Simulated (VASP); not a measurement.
Runs of VASP 6.6.1 on AgB2. It takes space group P6/mmm (No. 191, hexagonal). The conventional cell has a = 3.000 Å, b = 3.000 Å, c = 3.240 Å, α = 90.00°, β = 90.00°, γ = 120.00°. Within 3.1 Å of Ag (site symmetry 6/mmm) lie 12 B at 2.37 Å and 6 Ag at 3.00 Å. B (site symmetry -6m2) has 3 B at 1.73 Å and 6 Ag at 2.37 Å within 2.4 Å. 

```csv
level,spin,U,k mesh,smearing,grid for exact exchange (PRECFOCK),share of exact exchange,screening parameter,gap on the mesh (eV),pressure (GPa)
r2SCAN+U,off,Ag d U = 6.0 eV,9 × 9 × 7,fermi-dirac 0.05 eV,-,-,-,none,45.8
PBE-based screened hybrid with 25 % exact exchange,off,-,5 × 5 × 4,fermi-dirac 0.05 eV,Normal,0.25,0.1 1/Å,none,(a)
r2SCAN+U,off,Ag d U = 6.0 eV,9 × 9 × 7,fermi-dirac 0.01 eV,-,-,-,none,45.9
PBE,"non-collinear, zero start, SOC",-,9 × 9 × 7,methfessel-paxton 0.05 eV,-,-,-,-,53.9
PBE+U,off,Ag d U = 6.0 eV,9 × 9 × 7,methfessel-paxton 0.05 eV,-,-,-,none,45.3
PBEsol,off,-,10 × 10 × 8,fermi-dirac 0.05 eV,-,-,-,none,(b)
r2SCAN+U,off,Ag d U = 6.0 eV,9 × 9 × 7,fermi-dirac 0.025 eV,-,-,-,none,45.9
r2SCAN+U,off,Ag d U = 6.0 eV,9 × 9 × 7,fermi-dirac 0.005 eV,-,-,-,none,45.9
PBE-based screened hybrid with 25 % exact exchange,off,-,5 × 5 × 4,fermi-dirac 0.05 eV,Normal,0.25,0.15 1/Å,none,51.7
```

Alike in all rows: task single point; potentials or basis VASP PAW PBE potentials, release 64 (Ag, B); cell as given; cutoff (eV) 520.

Task: Estimate the missing entries.

Result: (a) 51.6; (b) 46.8.

Caveats: some runs use coarse meshes; the cell stands under pressure (at least some runs); the PAW data sets were made with another functional, which shifts forces and pressure a little (at least some runs); U without spin polarisation on a metal has little footing (at least some runs); the U is typed as a test and isn't derived for this compound (at least some runs).

A k mesh can miss the band edges, and rows without SOC leave out spin-orbit coupling on Ag.

A gap of «none» marks levels without a gap at the run's occupations.
